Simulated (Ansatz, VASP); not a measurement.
# One calculation of Sr, two programs

```
Sr
1.0
    -2.42500    2.42500    2.61900
     2.42500   -2.42500    2.61900
     2.42500    2.42500   -2.61900
Sr
1
Direct
  0.00000 0.00000 0.00000
```

Change from the starting cell: strain +0.000 along x and y, +0.080 along z, atoms carried along.

Alike in both runs: task single point; functional r2SCAN; k mesh 14 × 14 × 14; occupations gaussian, width 0.15 eV; no spin polarisation.

|  | VASP | Ansatz |
| --- | --- | --- |
| version | VASP 6.6.1 | Ansatz 0.2.0 |
| potentials or method | VASP PAW PBE potentials, release 64 (Sr_sv), cutoff 520 eV | scalar-relativistic, plane waves, PAW |
| valence electrons in the cell | 10 | 10 |

|  | VASP | Ansatz | Ansatz less VASP |
| --- | --- | --- | --- |
| gap on the k mesh at the Fermi level (eV) | none | none | - |
| pressure (GPa) | -0.9 | -0.9 | -0.01 |
| traceless stress, the component that is largest in VASP (GPa) | 0.07 | 0.07 | +0.001 |

VASP's potentials were made for PBE, not for r2SCAN. A gap of «none» marks a metal or a gap that the smearing closes. With one functional, cell and mesh, what is left measures potentials, basis and numerics.
